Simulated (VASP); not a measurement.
A run of VASP 6.6.1:

INCAR

```
SYSTEM = MgO
ALGO     = Normal         ! electronic algorithm
EDIFF    = 1E-6           ! SCF threshold, eV
ENCUT    = 520            ! plane-wave cutoff, eV
GGA      = PS             ! functional
ISIF     = 2              ! what is computed and relaxed
ISMEAR   = 0              ! smearing method
LASPH    = .TRUE.         ! aspherical terms in the spheres
LCHARG   = .TRUE.         ! write CHGCAR
LELF     = .TRUE.         ! ELF
LREAL    = .FALSE.        ! projectors in reciprocal space
LVHAR    = .TRUE.       
LWAVE    = .FALSE.        ! write WAVECAR
NBANDS   = 11             ! bands
NELM     = 80             ! most SCF steps
PREC     = Accurate       ! precision mode
SIGMA    = 0.02           ! smearing width, eV
```

KPOINTS

```
k-points
0
G
  10 10 10
  0 0 0
```

Contents of POSCAR:

```
MgO
1.0
    0.0000000000      2.1070232062      2.1070232062
    2.1070232062      0.0000000000      2.1070232062
    2.1070232062      2.1070232062      0.0000000000
Mg O
1 1
Direct
    0.0000000000      0.0000000000      0.0000000000
    0.5000000000      0.5000000000      0.5000000000
```

Potentials or basis: VASP PAW PBE potentials, release 64 (Mg, O).

The run is started by

```sh
$ cat potpaw_PBE.64/Mg/POTCAR potpaw_PBE.64/O/POTCAR > POTCAR
$ mpirun -np 1 vasp_std > vasp.out
```

Hardware: 1 thread of Intel(R) Xeon(R) 6975P-C (Granite Rapids), with other jobs on the host.

**Question.** How long does it take, and how much memory?

**Answer.** Wall time 5.8 s on 1 thread of Intel(R) Xeon(R) 6975P-C (Granite Rapids), with other jobs on the host, peak memory 0.14 GiB. Counts: scf iterations 12, k points 47.
